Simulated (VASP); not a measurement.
# NiPt (P4/mmm) in VASP: a series of runs

NiPt is run at these levels: LDA; tasks: single point.

Program: VASP 6.6.1. These are calculated values, not measurements. Logs are shortened: lines on timing, memory, paths and dates and some standing lists are left out, and cuts for length are marked.

## (1) The cell of the first run

Symmetry: P4/mmm, No. 123, tetragonal system. Conventional cell: a = 2.797 Å, b = 2.797 Å, c = 3.694 Å, α = 90.00°, β = 90.00°, γ = 90.00°. Within 3.7 Å of Ni (site symmetry 4/mmm) lie 8 Pt at 2.71 Å and 6 Ni at 2.80 to 3.69 Å. Pt (site symmetry 4/mmm) has 8 Ni at 2.71 Å and 6 Pt at 2.80 to 3.69 Å within 3.7 Å.

## (2) Single point, LDA, collinear spin, ferromagnetic start (14.45 Å³/atom)

Contents of INCAR:

```
  ALGO = Normal
  EDIFF = 1E-7
  ENCUT = 520
  ISIF = 2
  ISMEAR = -1
  ISPIN = 2
  LASPH = T
  LCHARG = T
  LELF = T
  LMAXMIX = 4
  LORBIT = 11
  LREAL = F
  LVHAR = T
  LWAVE = F
  MAGMOM = 1.5 0.6
  NBANDS = 21
  NELM = 150
  PREC = Accurate
  SIGMA = 0.1
```

Contents of KPOINTS:

```
k-points
0
Gamma
  11 11 8
```

Contents of POSCAR:

```
NiPt
1.0
    2.7974169635      0.0000000000      0.0000000000
    0.0000000000      2.7974169635      0.0000000000
    0.0000000000      0.0000000000      3.6938285827
Ni Pt
1 1
Direct
    0.5000000000      0.5000000000      0.5000000000
    0.0000000000      0.0000000000      0.0000000000
```

Potentials or basis: VASP PAW LDA potentials, release 64 (Ni, Pt).

Run with:

```
cat potpaw_LDA.64/Ni/POTCAR potpaw_LDA.64/Pt/POTCAR > POTCAR
mpirun -np 1 vasp_std > vasp.out
```

OUTCAR:

```text
EDIFF = 1E-7
   ENCUT = 520
   ISIF = 2
   ISMEAR = -1
   ISPIN = 2
   LASPH = T
   LORBIT = 11
   LREAL = F
   NELM = 150
   PREC = Accurate

 ion  position               nearest neighbor table
   1  0.500  0.500  0.500-   2 2.71   2 2.71   2 2.71   2 2.71   2 2.71   2 2.71   2 2.71   2 2.71

   2  0.000  0.000  0.000-   1 2.71   1 2.71   1 2.71   1 2.71   1 2.71   1 2.71   1 2.71   1 2.71

  LATTYP: Found a simple tetragonal cell.
 ALAT       =     2.7974169635
 C/A-ratio  =     1.3204426194

  Lattice vectors:

 A1 = (   2.7974169635,   0.0000000000,   0.0000000000)
 A2 = (   0.0000000000,   2.7974169635,   0.0000000000)
 A3 = (   0.0000000000,   0.0000000000,   3.6938285827)

Analysis of symmetry for initial positions (statically):
=====================================================================
 Subroutine PRICEL returns:
 Original cell was already a primitive cell.

 Routine SETGRP: Setting up the symmetry group for a
 simple tetragonal supercell.

 Subroutine GETGRP returns: Found 16 space group operations
 (whereof 16 operations were pure point group operations)
 out of a pool of 16 trial point group operations.

The static configuration has the point symmetry D_4h.

Analysis of symmetry for dynamics (positions and initial velocities):
=====================================================================
 Subroutine PRICEL returns:
 Original cell was already a primitive cell.

 Routine SETGRP: Setting up the symmetry group for a
 simple tetragonal supercell.

 Subroutine GETGRP returns: Found 16 space group operations
 (whereof 16 operations were pure point group operations)
 out of a pool of 16 trial point group operations.

The dynamic configuration has the point symmetry D_4h.

Analysis of structural, dynamic, and magnetic symmetry:
=====================================================================
 Subroutine PRICEL returns:
 Original cell was already a primitive cell.

 Routine SETGRP: Setting up the symmetry group for a
 simple tetragonal supercell.

 Subroutine GETGRP returns: Found 16 space group operations
 (whereof 16 operations were pure point group operations)
 out of a pool of 16 trial point group operations.

The overall configuration has the point symmetry D_4h.

 Subroutine INISYM returns: Found 16 space group operations
 (whereof 16 operations are pure point group operations),
 and found     1 'primitive' translations

----------------------------------------------------------------------------------------

                                     Primitive cell

  volume of cell :      28.9062

  direct lattice vectors                    reciprocal lattice vectors
     2.797416963  0.000000000  0.000000000     0.357472630  0.000000000  0.000000000
     0.000000000  2.797416963  0.000000000     0.000000000  0.357472630  0.000000000
     0.000000000  0.000000000  3.693828583     0.000000000  0.000000000  0.270721821

  length of vectors
     2.797416963  2.797416963  3.693828583     0.357472630  0.357472630  0.270721821

  position of ions in fractional coordinates (direct lattice)
     0.500000000  0.500000000  0.500000000
     0.000000000  0.000000000  0.000000000

  ion indices of the primitive-cell ions
   primitive index   ion index
                 1           1
                 2           2

----------------------------------------------------------------------------------------

 KPOINTS: k-points

Automatic generation of k-mesh.
 Grid dimensions read from file:
 generate k-points for:   11   11    8

 Generating k-lattice:

  Cartesian coordinates                     Fractional coordinates (reciprocal lattice)
     0.032497512  0.000000000  0.000000000     0.090909091  0.000000000  0.000000000
     0.000000000  0.032497512  0.000000000     0.000000000  0.090909091  0.000000000
     0.000000000  0.000000000  0.033840228     0.000000000  0.000000000  0.125000000

  Length of vectors
     0.032497512  0.032497512  0.033840228

  Shift w.r.t. Gamma in fractional coordinates (k-lattice)
     0.000000000  0.000000000  0.000000000

 Subroutine IBZKPT returns following result:
 ===========================================

 Found    105 irreducible k-points:

 Following reciprocal coordinates:
            Coordinates               Weight
  0.000000  0.000000  0.000000      1.000000
  0.090909  0.000000  0.000000      4.000000
  0.181818  0.000000  0.000000      4.000000
  0.272727  0.000000  0.000000      4.000000
  0.363636  0.000000  0.000000      4.000000
  0.454545  0.000000  0.000000      4.000000
[... 16 lines left out ...]
  0.090909  0.000000  0.125000      8.000000
  0.181818  0.000000  0.125000      8.000000
 [... further k-points ...]
   k-points           NKPTS =    105   k-points in BZ     NKDIM =    105   number of bands    NBANDS=     21
   number of dos      NEDOS =    301   number of ions     NIONS =      2
   total plane-waves  NPLWV =  16128
   dimension x,y,z NGX =    24 NGY =   24 NGZ =   28
   dimension x,y,z NGXF=    48 NGYF=   48 NGZF=   56
   ions per type =               1   1
   NGX,Y,Z   is equivalent  to a cutoff of  14.26, 14.26, 12.60 a.u.
   NGXF,Y,Z  is equivalent  to a cutoff of  28.53, 28.53, 25.20 a.u.
 SYSTEM =  unknown system
   PREC   = accura    normal or accurate (medium, high low for compatibility)
   ISTART =      0    job   : 0-new  1-cont  2-samecut
   ICHARG =      2    charge: 1-file 2-atom 10-const
   ISPIN  =      2    spin polarized calculation?
   LNONCOLLINEAR =      F non collinear calculations
   LSORBIT =      F    spin-orbit coupling
   LASPH  =      T    aspherical Exc in radial PAW
   ENCUT  =  520.0 eV  38.22 Ry    6.18 a.u.   5.20  5.20  6.87*2*pi/ulx,y,z
   NELM   =    150;   NELMIN=  2; NELMDL= -5     # of ELM steps
   EDIFF  = 0.1E-06   stopping-criterion for ELM
   LREAL  =      F    real-space projection
   EDIFFG = 0.1E-05   stopping-criterion for IOM
   NSW    =      0    number of steps for IOM
   IBRION =     -1    ionic relax: 0-MD 1-quasi-New 2-CG
   NFREE  =      0    steps in history (QN), initial steepest desc. (CG)
   ISIF   =      2    stress and relaxation
   ISYM   =      2    0-nonsym 1-usesym 2-fastsym
   POTIM  = 0.5000    time-step for ionic-motion
   TEBEG  =    0.0;   TEEND  =   0.0 temperature during run
   PSTRESS=    0.0 pullay stress
   NELECT =      20.0000    total number of electrons
   NUPDOWN=      -1.0000    fix difference up-down
   EMIN   =  10.00;   EMAX   =-10.00  energy-range for DOS
   EFERMI =   0.00;   METHOD = LEGACY
   ISMEAR =    -1;   SIGMA  =   0.10  broadening in eV -4-tet -1-fermi 0-gaus
   EFERMI_NEDOS =   21; number of points for ismear=-14 and -15
   IALGO  =     38    algorithm
   IMIX   =      4    mixing-type and parameters
     AMIX     =   0.40;   BMIX     =  1.00
     AMIX_MAG =   1.60;   BMIX_MAG =  1.00
  volume/ion in A,a.u.               =      14.45        97.53
  Fermi-wavevector in a.u.,A,eV,Ry     =   1.447953  2.736234 28.525536  2.096568
  Thomas-Fermi vector in A             =   2.565849
   LORBIT       =     11    0 simple, 1 ext, 2 COOP (PROOUT), +10 PAW based schemes
   GGA     = CA    functional components
   LHFCALC =     F    Hartree Fock is set to
   AEXX    =    0.0000 exact exchange contribution
   IVDW    =     0    specifies the selected vdW correction
   LEPSILON=     F    determine dielectric tensor
   LRPA    =     F    only Hartree local field effects (RPA)
 spin polarized calculation
  energy-cutoff  :      520.00
  volume of cell :       28.91
 maximum number of plane-waves:       797
 NGX is ok and might be reduce to    24
   NGX = 11   NGY = 11   NGZ = 13

 number of electron      19.9999987 magnetization       0.8669402

 Free energy of the ion-electron system (eV)
  ---------------------------------------------------
  ext. energy  EPLUGINS =         0.00000000
  ---------------------------------------------------
  free energy    TOTEN  =       -13.91946098 eV

  energy without entropy =      -13.79781346  energy(sigma->0) =      -13.85863722

 E-fermi :   8.5154     XC(G=0): -13.0260

 val. band max:        8.5103344578   @ k =   0.1818   0.0909   0.5000
 cond. band min:       8.5167717949   @ k =   0.4545   0.0000   0.2500
 fundamental gap:      0.0064373371
 Fermi energy:         8.5154388297

 spin component 1

 k-point     1 :       0.0000    0.0000    0.0000
  band No.  band energies     occupation
      1      -0.2970      1.00000
      2       3.2367      1.00000
      3       3.3046      1.00000
      4       5.8587      1.00000
      5       5.8587      1.00000
      6       6.6166      1.00000
[... 13 lines left out ...]
     20      30.0102      0.00000
     21      31.4751      0.00000
[... 529 lines left out ...]
 k-point    24 :       0.1818    0.0000    0.1250
  band No.  band energies     occupation
      1       0.6458      1.00000
      2       3.5681      1.00000
      3       3.9614      1.00000
      4       5.5236      1.00000
      5       6.0568      1.00000
      6       6.7025      1.00000
[... 13 lines left out ...]
     20      31.4337      0.00000
     21      31.6081      0.00000

 [... further k-points ...]

 spin component 2

 k-point     1 :       0.0000    0.0000    0.0000
  band No.  band energies     occupation
      1      -0.2505      1.00000
      2       3.3851      1.00000
      3       3.4512      1.00000
      4       6.2114      1.00000
      5       6.2114      1.00000
      6       7.0965      1.00000
[... 13 lines left out ...]
     20      30.0446      0.00000
     21      31.5267      0.00000
[... 529 lines left out ...]
 k-point    24 :       0.1818    0.0000    0.1250
  band No.  band energies     occupation
      1       0.6942      1.00000
      2       3.7124      1.00000
      3       4.1136      1.00000
      4       5.7642      1.00000
      5       6.4087      1.00000
      6       7.1801      1.00000
[... 13 lines left out ...]
     20      31.5116      0.00000
     21      31.6904      0.00000

 [... further k-points ...]

------------------------ aborting loop because EDIFF is reached ----------------------------------------

  FORCE on cell =-STRESS in cart. coord.  units (eV):
  Direction    XX          YY          ZZ          XY          YZ          ZX
  --------------------------------------------------------------------------------------
  -------------------------------------------------------------------------------------
  Total       -5.0251816     -5.0251816     -4.5946305      0.0000000     -0.0000000      0.0000000
  in kB     -278.5294965   -278.5294965   -254.6654520      0.0000000     -0.0000000      0.0000000
  external PRESSURE =    -270.5748150 kB  Pullay stress =       0.0000000 kB

 VOLUME and BASIS-vectors are now :
 -----------------------------------------------------------------------------
  energy-cutoff  :      520.00
  volume of cell :       28.91
      direct lattice vectors                 reciprocal lattice vectors
     2.797416963  0.000000000  0.000000000     0.357472630  0.000000000  0.000000000
     0.000000000  2.797416963  0.000000000     0.000000000  0.357472630  0.000000000
     0.000000000  0.000000000  3.693828583     0.000000000  0.000000000  0.270721821

 POSITION                                       TOTAL-FORCE (eV/Angst)
 -----------------------------------------------------------------------------------
      1.39871      1.39871      1.84691         0.000000      0.000000      0.000000
      0.00000      0.00000      0.00000         0.000000      0.000000      0.000000
 -----------------------------------------------------------------------------------
    total drift:                                0.000000      0.000000     -0.000000

  FREE ENERGIE OF THE ION-ELECTRON SYSTEM (eV)
  ---------------------------------------------------
  free  energy   TOTEN  =       -13.9194609811 eV

  energy  without entropy=      -13.7978134598  energy(sigma->0) =      -13.85863722

 total charge

# of ion       s       p       d       tot
------------------------------------------
    1        0.403   0.383   8.286   9.072
    2        0.654   0.523   7.993   9.169
--------------------------------------------------
tot          1.057   0.905  16.279  18.241

 magnetization (x)

# of ion       s       p       d       tot
------------------------------------------
    1       -0.002  -0.005   0.627   0.621
    2       -0.004  -0.014   0.270   0.253
--------------------------------------------------
tot         -0.005  -0.018   0.897   0.874
```

Wall time 77 s (1 thread of Intel Xeon Platinum 8259CL at 2.50GHz (Skylake/Cascade Lake), shared host); peak memory 0.22 GiB.

Results:

| Property | Result |
| --- | --- |
| Free energy | -13.9195 eV |
| Pressure | -27.1 GPa |
| Net moment | 0.87 μB per cell |
| Site moments | Ni +0.62; Pt +0.25 μB |
| Valence electrons inside the program's atomic spheres | Ni 9.07; Pt 9.17 |

Stress tensor (GPa, compression positive):
```
-27.85   0.00   0.00
  0.00 -27.85   0.00
  0.00   0.00 -25.47
```

Levels at points of the mesh, in eV from the Fermi level:
Spin up:
```csv
k point,band 9,band 10,band 11,band 12,band 13,band 14
"(0.00, 0.00, 0.00)",-0.18,-0.06,-0.06,3.05,9.80,11.17
"(0.00, 0.00, 0.50)",-1.52,-1.43,-1.04,-0.61,15.38,15.84
```
Spin down:
| k point | band 8 | band 9 | band 10 | band 11 | band 12 | band 13 |
| --- | --- | --- | --- | --- | --- | --- |
| (0.00, 0.00, 0.00) | -0.50 | 0.18 | 0.42 | 0.42 | 3.10 | 9.95 |
| (0.00, 0.00, 0.50) | -0.96 | -0.88 | -0.88 | -0.46 | -0.43 | 15.51 |

Caveat: the cell stands under tension; spin-orbit coupling is left out, which moves the levels of the heavy elements.

## (3) Single point, LDA, collinear spin, ferromagnetic start (16.42 Å³/atom)

This run uses another cell than the first one, of 16.42 Å³/atom.

Contents of INCAR:

```
SYSTEM = NiPt
PREC = Accurate
ENCUT = 520
EDIFF = 1E-6
ISMEAR = -1
SIGMA = 0.1
LREAL = .FALSE.
LASPH = .TRUE.
NELM = 150
ALGO = Normal
ISIF = 2
LWAVE = .FALSE.
LCHARG = .FALSE.
ISPIN = 2
MAGMOM = 1.5 0.6
LORBIT = 11
LMAXMIX = 4
GGA = CA
NBANDS = 21
```

Contents of KPOINTS:

```
regular mesh
0
G
  11 11 8
  0 0 0
```

Contents of POSCAR:

```
NiPt
1.0
    2.9191941502      0.0000000000      0.0000000000
    0.0000000000      2.9191941502      0.0000000000
    0.0000000000      0.0000000000      3.8546283700
Ni Pt
1 1
Direct
    0.5000000000      0.5000000000      0.5000000000
    0.0000000000      0.0000000000      0.0000000000
```

Potentials or basis: VASP PAW LDA potentials, release 64 (Ni, Pt).

Run with:

```
cat potpaw_LDA.64/Ni/POTCAR potpaw_LDA.64/Pt/POTCAR > POTCAR
mpirun -np 1 vasp_std > vasp.out
```

Wall time 81 s (1 thread of Intel Xeon Platinum 8259CL at 2.50GHz (Skylake/Cascade Lake), shared host); peak memory 0.23 GiB.

The run converged. Its results:

| Item | Value |
| --- | --- |
| Free energy | -13.1186 eV |
| Pressure | -36.3 GPa |
| Net moment | 1.08 μB per cell |
| Site moments | Ni +0.80; Pt +0.30 μB |
| Valence electrons inside the program's atomic spheres | Ni 8.90; Pt 8.96 |

Stress tensor (GPa, compression positive):
```
-37.13   0.00   0.00
  0.00 -37.13   0.00
  0.00   0.00 -34.50
```

Levels at points of the mesh, in eV from the Fermi level:
Spin up:
| k point | band 8 | band 9 | band 10 | band 11 | band 12 | band 13 | band 14 | band 15 |
| --- | --- | --- | --- | --- | --- | --- | --- | --- |
| (0.00, 0.00, 0.00) | -0.94 | -0.28 | -0.22 | -0.22 | 3.04 | 8.45 | 10.49 | 10.49 |
| (0.00, 0.00, 0.50) | -1.46 | -1.46 | -1.34 | -1.06 | -0.59 | 14.69 | 14.74 | 14.74 |
Spin down:
```csv
k point,band 8,band 9,band 10,band 11,band 12,band 13
"(0.00, 0.00, 0.00)",-0.38,0.15,0.37,0.37,3.09,8.63
"(0.00, 0.00, 0.50)",-0.73,-0.65,-0.65,-0.42,-0.31,14.84
```

Caveat: the cell stands under tension; spin-orbit coupling is left out, which moves the levels of the heavy elements.
